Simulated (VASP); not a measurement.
Zr2Si2C, 5 atoms in the cell. It takes space group P6/mmm (No. 191, hexagonal). The conventional cell has a = 4.632 Å, b = 4.632 Å, c = 6.132 Å, α = 90.00°, β = 90.00°, γ = 120.00°. Zr (site symmetry -6m2) has 3 Zr at 2.67 Å and 6 Si at 2.98 Å within 3.5 Å. Within 2.3 Å of Si (site symmetry 6mm) lie 1 C at 1.76 Å. C (site symmetry 6/mmm) has 2 Si at 1.76 Å within 2.3 Å. The cell was generated, and may not be a known phase.

```yaml
Program: VASP 6.6.1
Task: single point
Functional: PBE
Potentials_or_basis: VASP PAW PBE potentials, release 64 (Zr_sv, Si, C)
Cutoff: 520 eV
k_mesh: 12 × 12 × 6
Occupations: gaussian, width 0.1 eV
Spin: no spin polarisation
Dipole_correction: no
Further_INCAR_settings: ALGO = Fast; EDIFF = 1e-07; NBANDS = 26
```

Potentials or basis: VASP PAW PBE potentials, release 64 (Zr_sv, Si, C).

The run is started by

```bash
$ cat potpaw_PBE.64/Zr_sv/POTCAR potpaw_PBE.64/Si/POTCAR potpaw_PBE.64/C/POTCAR > POTCAR
$ mpirun -np 1 vasp_std > vasp.out
```

Hardware: 1 thread of Oxide Virtual Turin-like Processor, with other jobs on the host.

Q: How long does it take, and how much memory?

A: Wall time 11 min on 1 thread of Oxide Virtual Turin-like Processor, with other jobs on the host, peak memory 0.35 GiB. Counts: scf iterations 22, k points 76.
